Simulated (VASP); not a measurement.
Crystal: KCaLaFeO6.

```
CELL_PARAMETERS angstrom
0.00000 4.06622 4.06622
4.06622 0.00000 4.06622
4.06622 4.06622 0.00000
ATOMIC_POSITIONS crystal
K 0.25000 0.25000 0.25000
Ca 0.00000 0.00000 0.00000
La 0.75000 0.75000 0.75000
Fe 0.50000 0.50000 0.50000
O 0.72827 0.27173 0.27173
O 0.27173 0.27173 0.72827
O 0.72827 0.72827 0.27173
O 0.72827 0.27173 0.72827
O 0.27173 0.72827 0.27173
O 0.27173 0.72827 0.72827
```

```yaml
Program: VASP 6.6.1
Task: relaxation of volume and atoms at fixed shape
Functional: PBE
Potentials_or_basis: VASP PAW PBE potentials, release 64 (K_sv, Ca_sv, La, Fe, O)
Cutoff: 600 eV
k_mesh: 6 × 6 × 6
Occupations: fermi-dirac, width 0.15 eV
Spin: collinear spin, ferromagnetic start
Starting_moments: "[0.0, 0.0, 0.0, 2.4, 0.0, 0.0, 0.0, 0.0, 0.0, 0.0] μB"
Hubbard_terms: Fe d U = 2.0 eV
```

At the start: pressure -1.7 GPa; volume 13.45 Å³/atom.

Task: Where does the relaxation end?

Result: Over 5 steps the energy falls by 2.0 meV/atom and the volume is 13.30 Å³/atom (-1.1 %); space group F-43m (No. 216, to 0.1 Å) before and after; moment 3.85 μB per cell.

Step by step:
| step | energy change (eV) | largest force (eV/Å) | pressure (GPa) | volume (Å³) |
| --- | --- | --- | --- | --- |
| 1 | 0.0000 | 0.3813 | -1.70 | 134.46 |
| 2 | -0.0067 | 0.3013 | 1.67 | 131.70 |
| 3 | -0.0202 | 0.0162 | 0.10 | 132.92 |
| 4 | -0.0202 | 0.0085 | 0.13 | 132.89 |
| 5 | -0.0203 | 0.0078 | 0.03 | 133.03 |

Final structure:
```xyz
10
Lattice="0.0000 4.0517 4.0517 4.0517 0.0000 4.0517 4.0517 4.0517 0.0000" Properties=species:S:1:pos:R:3 pbc="T T T"
K     2.0259    2.0259    2.0259
Ca    0.0000    0.0000    0.0000
La    6.0776    6.0776    6.0776
Fe    4.0517    4.0517    4.0517
O     2.2131    4.0517    4.0517
O     4.0517    4.0517    2.2131
O     4.0517    4.0517    5.8904
O     4.0517    5.8904    4.0517
O     4.0517    2.2131    4.0517
O     5.8904    4.0517    4.0517
```

Caveat: a cell with one magnetic atom can't hold antiferromagnetic order, which such compounds often take.
